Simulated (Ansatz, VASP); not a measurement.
## La in VASP and in Ansatz

Contents of INCAR:

```
SYSTEM = La
ALGO     = Normal         ! electronic algorithm
EDIFF    = 1E-6           ! SCF threshold, eV
ENCUT    = 520            ! plane-wave cutoff, eV
GGA      = CA             ! functional
ISIF     = 2              ! what is computed and relaxed
ISMEAR   = -1             ! smearing method
LASPH    = .TRUE.         ! aspherical terms in the spheres
LCHARG   = .FALSE.        ! write CHGCAR
LREAL    = .FALSE.        ! projectors in reciprocal space
LWAVE    = .FALSE.        ! write WAVECAR
NBANDS   = 30             ! bands
NELM     = 60             ! most SCF steps
PREC     = Accurate       ! precision mode
SIGMA    = 0.1            ! smearing width, eV
```

The input KPOINTS:

```
k-points
0
G
  4 4 1
  0 0 0
```

POSCAR

```
La
1.0
    3.5996230182      0.0000000000      0.0000000000
   -1.7998115091      3.1173649778      0.0000000000
    0.0000000000      0.0000000000     11.5524372057
La
4
Direct
    0.0000000000      1.0000000000      0.0000000000
    1.0000000000      1.0000000000      0.5000000000
    0.3333333333      0.6666666667      0.7500000000
    0.6666666667      0.3333333333      0.2500000000
```

Input for Ansatz:

```yaml
crystal:
  lattice:
    - [3.5996230182, 0.0, 0.0]
    - [-1.7998115091, 3.1173649778, 0.0]
    - [0.0, 0.0, 11.5524372057]
  atoms:
    - { symbol: La, position: [0.0, 1.0, 0.0] }
    - { symbol: La, position: [1.0, 1.0, 0.5] }
    - { symbol: La, position: [0.3333333333, 0.6666666667, 0.75] }
    - { symbol: La, position: [0.6666666667, 0.3333333333, 0.25] }
hamiltonian:
  xc: lda
  pseudopotentials:
    kind: paw
    azcp:
      La: "pseudopotentials/La.paw.azcp"
basis:
  ecutwfc: 420
  fft_grid_basis: typed
kpoints:
  mp_grid: { grid: [4, 4, 1], shift: [0, 0, 0] }
magnetization:
  spin_polarized: false
scf:
  occupations: { method: fermi_dirac, width: 0.1 }
  lower_state_search: "off"
output:
  stress: true
```

Alike in both runs: task single point; functional LDA; k mesh 4 × 4 × 1; occupations fermi-dirac, width 0.1 eV; no spin polarisation.

|  | VASP | Ansatz |
| --- | --- | --- |
| version | VASP 6.6.1 | Ansatz 0.2.0 |
| potentials or method | VASP PAW LDA potentials, release 64 (La), cutoff 520 eV | plane waves (420 eV) with PAW, scalar-relativistic |
| valence electrons in the cell | 44 | 44 |

|  | VASP | Ansatz | Ansatz less VASP |
| --- | --- | --- | --- |
| pressure (GPa) | -0.8 | -0.7 | +0.12 |
| traceless stress, the component that is largest in VASP (GPa) | 1.84 | 1.83 | -0.009 |

Ansatz warns that its potentials were made for another functional, while VASP's fit it. LDA's correlation is that of Perdew and Zunger in VASP and of Perdew and Wang (1992) in Ansatz.

The k mesh is coarse, so the values compare programs but aren't converged. Spin-orbit coupling is off throughout.
